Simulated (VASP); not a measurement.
A run of VASP 6.6.1 is set up as follows.

Contents of INCAR:

```
SYSTEM = CaB2
ALGO = Normal
EDIFF = 1E-6
ENCUT = 520
GGA = PE
ISIF = 2
ISMEAR = 1
LASPH = .TRUE.
LCHARG = .TRUE.
LELF = .TRUE.
LREAL = .FALSE.
LVHAR = .TRUE.
LWAVE = .FALSE.
NBANDS = 15
NELM = 100
PREC = Accurate
SIGMA = 0.05
```

Contents of KPOINTS:

```
k-points
0
G
  12 12 9
  0 0 0
```

POSCAR

```
CaB2
1.0
    3.3232231884      0.0000000000      0.0000000000
   -1.6616115942      2.8779957077      0.0000000000
    0.0000000000      0.0000000000      3.8339070600
Ca B
1 2
Direct
    0.0000000000      0.0000000000      0.0000000000
    0.3333333333      0.6666666667      0.5000000000
    0.6666666667      0.3333333333      0.5000000000
```

Potentials or basis: VASP PAW PBE potentials, release 64 (Ca_sv, B).

Launch:

```sh
$ cat potpaw_PBE.64/Ca_sv/POTCAR potpaw_PBE.64/B/POTCAR > POTCAR
$ mpirun -np 1 vasp_std > vasp.out
```

Estimate the pressure.

-0.5 GPa.

Predict the band gap on the k mesh.

zero (band 8 reaches 5.17 eV, above the bottom of band 9 at 3.80 eV).

Stress tensor (GPa, compression positive):
```
-7.40  0.00  0.00
 0.00 -7.40  0.00
 0.00  0.00 13.43
```
